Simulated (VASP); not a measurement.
# Sr (Im-3m) in VASP: a series of runs

Sr is run at these levels: r2SCAN; tasks: single point.

Everything below comes from runs of VASP 6.6.1. Logs are shortened: lines on timing, memory, paths and dates and some standing lists are left out, and cuts for length are marked.

## Step 1: The cell of the first run

The structure is cubic, space group Im-3m (No. 229). Conventional cell: a = 4.850 Å, b = 4.850 Å, c = 4.850 Å, α = 90.00°, β = 90.00°, γ = 90.00°. Within 5.5 Å of Sr (site symmetry m-3m) lie 14 Sr at 4.20 to 4.85 Å.

This isn't the form of Sr at room conditions, which is fcc.

## Step 2: Single point, r2SCAN

POSCAR reads:

```
Sr
1.0
   -2.4250000000      2.4250000000      2.4250000000
    2.4250000000     -2.4250000000      2.4250000000
    2.4250000000      2.4250000000     -2.4250000000
Sr
1
Direct
    0.0000000000      0.0000000000      0.0000000000
```

INCAR.step1 reads:

```
ALGO = Normal ; EDIFF = 1E-4
ENCUT = 520 ; GGA = PE
ISMEAR = 0 ; LASPH = True
LCHARG = False ; LREAL = False
LWAVE = True ; NBANDS = 11
NELM = 80 ; PREC = Accurate
SIGMA = 0.15
```

INCAR.step2 reads:

```
ALGO = Normal ; EDIFF = 1E-6
ENCUT = 520 ; ISIF = 2
ISMEAR = 0 ; ISTART = 1
LASPH = True ; LCHARG = False
LMIXTAU = True ; LREAL = False
LWAVE = False ; METAGGA = R2SCAN
NBANDS = 11 ; NELM = 80
PREC = Accurate ; SIGMA = 0.15
```

KPOINTS reads:

```
k-points
0
Gamma
  14 14 14
```

Potentials or basis: VASP PAW PBE potentials, release 64 (Sr_sv).

Started as:

```sh
> cat potpaw_PBE.64/Sr_sv/POTCAR > POTCAR
> cp INCAR.step1 INCAR
> mpirun -np 1 vasp_std > vasp.out
> cp INCAR.step2 INCAR
> mpirun -np 1 vasp_std > vasp.out
```

OUTCAR:

```text
EDIFF = 1E-6
   ENCUT = 520
   ISIF = 2
   ISMEAR = 0
   ISTART = 1
   LASPH = True
   LREAL = False
   METAGGA = R2SCAN
   NELM = 80
   PREC = Accurate

 ion  position               nearest neighbor table
   1  0.000  0.000  0.000-

  LATTYP: Found a body centered cubic cell.
 ALAT       =     4.8500000000

  Lattice vectors:

 A1 = (  -2.4250000000,   2.4250000000,   2.4250000000)
 A2 = (   2.4250000000,  -2.4250000000,   2.4250000000)
 A3 = (   2.4250000000,   2.4250000000,  -2.4250000000)

Analysis of symmetry for initial positions (statically):
=====================================================================
 Subroutine PRICEL returns:
 Original cell was already a primitive cell.

 Routine SETGRP: Setting up the symmetry group for a
 body centered cubic supercell.

 Subroutine GETGRP returns: Found 48 space group operations
 (whereof 48 operations were pure point group operations)
 out of a pool of 48 trial point group operations.

The static configuration has the point symmetry O_h .

Analysis of symmetry for dynamics (positions and initial velocities):
=====================================================================
 Subroutine PRICEL returns:
 Original cell was already a primitive cell.

 Routine SETGRP: Setting up the symmetry group for a
 body centered cubic supercell.

 Subroutine GETGRP returns: Found 48 space group operations
 (whereof 48 operations were pure point group operations)
 out of a pool of 48 trial point group operations.

The dynamic configuration has the point symmetry O_h .

 Subroutine INISYM returns: Found 48 space group operations
 (whereof 48 operations are pure point group operations),
 and found     1 'primitive' translations

----------------------------------------------------------------------------------------

                                     Primitive cell

  volume of cell :      57.0421

  direct lattice vectors                    reciprocal lattice vectors
    -2.425000000  2.425000000  2.425000000     0.000000000  0.206185567  0.206185567
     2.425000000 -2.425000000  2.425000000     0.206185567  0.000000000  0.206185567
     2.425000000  2.425000000 -2.425000000     0.206185567  0.206185567  0.000000000

  length of vectors
     4.200223208  4.200223208  4.200223208     0.291590425  0.291590425  0.291590425

  position of ions in fractional coordinates (direct lattice)
     0.000000000  0.000000000  0.000000000

  ion indices of the primitive-cell ions
   primitive index   ion index
                 1           1

----------------------------------------------------------------------------------------

 KPOINTS: k-points

Automatic generation of k-mesh.
 Grid dimensions read from file:
 generate k-points for:   14   14   14

 Generating k-lattice:

  Cartesian coordinates                     Fractional coordinates (reciprocal lattice)
     0.000000000  0.014727541  0.014727541     0.071428571  0.000000000  0.000000000
     0.014727541  0.000000000  0.014727541     0.000000000  0.071428571  0.000000000
     0.014727541  0.014727541  0.000000000     0.000000000  0.000000000  0.071428571

  Length of vectors
     0.020827888  0.020827888  0.020827888

  Shift w.r.t. Gamma in fractional coordinates (k-lattice)
     0.000000000  0.000000000  0.000000000

 Subroutine IBZKPT returns following result:
 ===========================================

 Found    104 irreducible k-points:

 Following reciprocal coordinates:
            Coordinates               Weight
  0.000000  0.000000  0.000000      1.000000
  0.071429  0.000000  0.000000     12.000000
  0.142857  0.000000  0.000000     12.000000
  0.214286  0.000000  0.000000     12.000000
  0.285714  0.000000  0.000000     12.000000
  0.357143  0.000000  0.000000     12.000000
[... 16 lines left out ...]
  0.285714  0.285714  0.000000     24.000000
  0.357143  0.285714  0.000000     24.000000
 [... further k-points ...]
   k-points           NKPTS =    104   k-points in BZ     NKDIM =    104   number of bands    NBANDS=     11
   number of dos      NEDOS =    301   number of ions     NIONS =      1
   total plane-waves  NPLWV =  32768
   dimension x,y,z NGX =    32 NGY =   32 NGZ =   32
   dimension x,y,z NGXF=    64 NGYF=   64 NGZF=   64
   ions per type =               1
   NGX,Y,Z   is equivalent  to a cutoff of  12.67, 12.67, 12.67 a.u.
   NGXF,Y,Z  is equivalent  to a cutoff of  25.33, 25.33, 25.33 a.u.
 SYSTEM =  unknown system
   PREC   = accura    normal or accurate (medium, high low for compatibility)
   ISTART =      1    job   : 0-new  1-cont  2-samecut
   ICHARG =      0    charge: 1-file 2-atom 10-const
   ISPIN  =      1    spin polarized calculation?
   LNONCOLLINEAR =      F non collinear calculations
   LSORBIT =      F    spin-orbit coupling
   LASPH  =      T    aspherical Exc in radial PAW
   ENCUT  =  520.0 eV  38.22 Ry    6.18 a.u.   7.81  7.81  7.81*2*pi/ulx,y,z
   NELM   =     80;   NELMIN=  2; NELMDL=  0     # of ELM steps
   EDIFF  = 0.1E-05   stopping-criterion for ELM
   LREAL  =      F    real-space projection
   EDIFFG = 0.1E-04   stopping-criterion for IOM
   NSW    =      0    number of steps for IOM
   IBRION =     -1    ionic relax: 0-MD 1-quasi-New 2-CG
   NFREE  =      0    steps in history (QN), initial steepest desc. (CG)
   ISIF   =      2    stress and relaxation
   ISYM   =      2    0-nonsym 1-usesym 2-fastsym
   POTIM  = 0.5000    time-step for ionic-motion
   TEBEG  =    0.0;   TEEND  =   0.0 temperature during run
   PSTRESS=    0.0 pullay stress
   NELECT =      10.0000    total number of electrons
   NUPDOWN=      -1.0000    fix difference up-down
   EMIN   =  10.00;   EMAX   =-10.00  energy-range for DOS
   EFERMI =   0.00;   METHOD = LEGACY
   ISMEAR =     0;   SIGMA  =   0.15  broadening in eV -4-tet -1-fermi 0-gaus
   EFERMI_NEDOS =   21; number of points for ismear=-14 and -15
   IALGO  =     38    algorithm
   IMIX   =      4    mixing-type and parameters
     AMIX     =   0.40;   BMIX     =  1.00
     AMIX_MAG =   1.60;   BMIX_MAG =  1.00
  volume/ion in A,a.u.               =      57.04       384.94
  Fermi-wavevector in a.u.,A,eV,Ry     =   0.916241  1.731445 11.422060  0.839498
  Thomas-Fermi vector in A             =   2.041074
   LORBIT       =      0    0 simple, 1 ext, 2 COOP (PROOUT), +10 PAW based schemes
   METAGGA = R2SCAN    functional components
   LHFCALC =     F    Hartree Fock is set to
   AEXX    =    0.0000 exact exchange contribution
   IVDW    =     0    specifies the selected vdW correction
   LEPSILON=     F    determine dielectric tensor
   LRPA    =     F    only Hartree local field effects (RPA)
 non-spin polarized calculation
 Gauss-broadening in eV      SIGMA  =   0.15
  energy-cutoff  :      520.00
  volume of cell :       57.04
 maximum number of plane-waves:      1566
   NGX = 15   NGY = 15   NGZ = 15

 number of electron      10.0000000 magnetization

 Free energy of the ion-electron system (eV)
  ---------------------------------------------------
  ext. energy  EPLUGINS =         0.00000000
  ---------------------------------------------------
  free energy    TOTEN  =       -15.09617062 eV

  energy without entropy =      -15.07888370  energy(sigma->0) =      -15.08752716

 E-fermi :   1.5013     XC(G=0):  -7.6706

 val. band max:        1.4967226005   @ k =   0.5000   0.5000   0.2857
 cond. band min:       1.5092635562   @ k =   0.3571   0.2857   0.0000
 fundamental gap:      0.0125409557
 Fermi energy:         1.5013486461

 k-point     1 :       0.0000    0.0000    0.0000
  band No.  band energies     occupation
      1     -36.6088      2.00000
      2     -17.8725      2.00000
      3     -17.8725      2.00000
      4     -17.8725      2.00000
      5      -2.2867      2.00000
      6       4.1875      0.00000
      7       4.1875      0.00000
      8       4.1875      0.00000
      9       5.5026      0.00000
     10       5.5026      0.00000
     11       9.9178      0.00000

 k-point     2 :       0.0714    0.0000    0.0000
  band No.  band energies     occupation
      1     -36.6081      2.00000
      2     -17.8817      2.00000
      3     -17.8755      2.00000
      4     -17.8725      2.00000
      5      -2.1980      2.00000
      6       4.1023      0.00000
      7       4.1259      0.00000
      8       4.2714      0.00000
      9       5.3736      0.00000
     10       5.4953      0.00000
     11      10.0118      0.00000

 k-point     3 :       0.1429    0.0000    0.0000
  band No.  band energies     occupation
      1     -36.6062      2.00000
      2     -17.9074      2.00000
      3     -17.8838      2.00000
      4     -17.8725      2.00000
      5      -1.9378      2.00000
      6       3.8667      0.00000
      7       3.8842      0.00000
      8       4.5206      0.00000
      9       5.2051      0.00000
     10       5.4885      0.00000
     11      10.1666      0.00000

 k-point     4 :       0.2143    0.0000    0.0000
  band No.  band energies     occupation
      1     -36.6034      2.00000
      2     -17.9440      2.00000
      3     -17.8958      2.00000
      4     -17.8726      2.00000
      5      -1.5230      2.00000
      6       3.3922      0.00000
      7       3.6097      0.00000
      8       4.9274      0.00000
      9       5.2125      0.00000
     10       5.5142      0.00000
     11       9.9532      0.00000

 k-point     5 :       0.2857    0.0000    0.0000
  band No.  band energies     occupation
      1     -36.6003      2.00000
      2     -17.9842      2.00000
      3     -17.9090      2.00000
      4     -17.8726      2.00000
      5      -0.9840      2.00000
      6       2.8473      0.00000
      7       3.3453      0.00000
      8       5.3187      0.00000
      9       5.4764      0.00000
     10       5.5990      0.00000
     11       9.2827      0.00000
[... 211 lines left out ...]
 k-point    21 :       0.2857    0.2143   -0.0000
  band No.  band energies     occupation
      1     -36.5949      2.00000
      2     -18.0221      2.00000
      3     -17.9463      2.00000
      4     -17.8902      2.00000
      5       0.4181      2.00000
      6       2.0853      0.00000
      7       2.6733      0.00000
      8       5.2866      0.00000
      9       5.7984      0.00000
     10       6.6586      0.00000
     11       7.5583      0.00000

 k-point    22 :       0.3571    0.2143    0.0000
  band No.  band energies     occupation
      1     -36.5939      2.00000
      2     -18.0270      2.00000
      3     -17.9583      2.00000
      4     -17.8912      2.00000
      5       0.9906      2.00000
      6       1.7030      0.05732
      7       2.5347      0.00000
      8       5.2759      0.00000
      9       5.8856      0.00000
     10       6.7209      0.00000
     11       7.4923      0.00000

 k-point    23 :       0.2857    0.2857    0.0000
  band No.  band energies     occupation
      1     -36.5937      2.00000
      2     -18.0170      2.00000
      3     -17.9686      2.00000
      4     -17.8936      2.00000
      5       1.0188      1.99999
      6       1.8987      0.00018
      7       2.3219      0.00000
      8       5.4736      0.00000
      9       5.6797      0.00000
     10       6.5380      0.00000
     11       7.5591      0.00000

 k-point    24 :       0.3571    0.2857    0.0000
  band No.  band energies     occupation
      1     -36.5933      2.00000
      2     -18.0099      2.00000
      3     -17.9821      2.00000
      4     -17.8946      2.00000
      5       1.5093      0.94052
      6       1.6387      0.19536
      7       2.1186      0.00000
      8       5.5145      0.00000
      9       5.8014      0.00000
     10       6.2111      0.00000
     11       7.8534      0.00000

 [... further k-points ...]

------------------------ aborting loop because EDIFF is reached ----------------------------------------

  FORCE on cell =-STRESS in cart. coord.  units (eV):
  Direction    XX          YY          ZZ          XY          YZ          ZX
  --------------------------------------------------------------------------------------
  -------------------------------------------------------------------------------------
  Total       -0.0689221     -0.0689221     -0.0689221      0.0000000      0.0000000     -0.0000000
  in kB       -1.9358590     -1.9358590     -1.9358590      0.0000000      0.0000000     -0.0000000
  external PRESSURE =      -1.9358590 kB  Pullay stress =       0.0000000 kB

 VOLUME and BASIS-vectors are now :
 -----------------------------------------------------------------------------
  energy-cutoff  :      520.00
  volume of cell :       57.04
      direct lattice vectors                 reciprocal lattice vectors
    -2.425000000  2.425000000  2.425000000     0.000000000  0.206185567  0.206185567
     2.425000000 -2.425000000  2.425000000     0.206185567  0.000000000  0.206185567
     2.425000000  2.425000000 -2.425000000     0.206185567  0.206185567  0.000000000

 POSITION                                       TOTAL-FORCE (eV/Angst)
 -----------------------------------------------------------------------------------
      0.00000      0.00000      0.00000        -0.000000     -0.000000     -0.000000
 -----------------------------------------------------------------------------------
    total drift:                                0.000000      0.000000     -0.000000

  FREE ENERGIE OF THE ION-ELECTRON SYSTEM (eV)
  ---------------------------------------------------
  free  energy   TOTEN  =       -15.0961706208 eV

  energy  without entropy=      -15.0788837003  energy(sigma->0) =      -15.08752716
```

Wall time 3 min (1 thread of Intel Xeon 8259CL, shared host); peak memory 0.23 GiB.

Results:

```
Free energy            : -15.0962 eV
Pressure               : -0.2 GPa
Band gap on the k mesh : zero (bands 5 and 6 overlap by 0.33 eV)
```

Caveat: the PAW data sets were made with another functional, which shifts forces and pressure a little.

## Step 3: Single point, r2SCAN

POSCAR is that of step 2.

INCAR.step1 reads:

```
SYSTEM = Sr
PREC     = Accurate       ! precision mode
ENCUT    = 520            ! plane-wave cutoff, eV
ISMEAR   = 0              ! smearing method
SIGMA    = 0.15           ! smearing width, eV
LREAL    = .False.        ! projectors in reciprocal space
LASPH    = .True.         ! aspherical terms in the spheres
NELM     = 60             ! most SCF steps
NBANDS   = 11             ! bands
GGA      = PE             ! functional
ALGO     = Normal         ! electronic algorithm
EDIFF    = 1E-4           ! SCF threshold, eV
LWAVE    = .True.         ! write WAVECAR
LCHARG   = .False.        ! write CHGCAR
```

INCAR.step2 reads:

```
SYSTEM = Sr
PREC     = Accurate       ! precision mode
ENCUT    = 520            ! plane-wave cutoff, eV
EDIFF    = 1E-6           ! SCF threshold, eV
ISMEAR   = 0              ! smearing method
SIGMA    = 0.15           ! smearing width, eV
LREAL    = .False.        ! projectors in reciprocal space
LASPH    = .True.         ! aspherical terms in the spheres
NELM     = 60             ! most SCF steps
ALGO     = Normal         ! electronic algorithm
ISIF     = 2              ! what is computed and relaxed
LWAVE    = .False.        ! write WAVECAR
LCHARG   = .False.        ! write CHGCAR
METAGGA  = R2SCAN         ! meta-GGA
LMIXTAU  = .True.       
NBANDS   = 11             ! bands
ISTART   = 1
```

KPOINTS reads:

```
regular mesh
0
Gamma
  16 16 16
  0 0 0
```

Potentials or basis: VASP PAW PBE potentials, release 64 (Sr_sv).

Started as:

```sh
> cat potpaw_PBE.64/Sr_sv/POTCAR > POTCAR
> cp INCAR.step1 INCAR
> mpirun -np 1 vasp_std > vasp.out
> cp INCAR.step2 INCAR
> mpirun -np 1 vasp_std > vasp.out
```

Run time: 3.7 min. Hardware: 1 thread of Intel Xeon 8259CL, shared host; peak memory 0.25 GiB.

It converged, with:

| Item | Value |
| --- | --- |
| Free energy | -15.0965 eV |
| Pressure | -0.2 GPa |
| Band gap on the k mesh | zero (bands 5 and 6 overlap by 0.42 eV) |

Levels at points of the mesh, in eV from the Fermi level:
```
           k point  band 3  band 4  band 5  band 6  band 7  band 8
(0.00, 0.00, 0.00)  -19.38  -19.38   -3.79    2.68    2.68    2.68
(0.50, 0.00, 0.00)  -19.44  -19.38   -0.94    0.07    1.45    3.84
(0.50, 0.50, 0.50)  -19.51  -19.51   -0.07   -0.07    3.71    3.71
```

Caveat: the PAW data sets were made with another functional, which shifts forces and pressure a little.
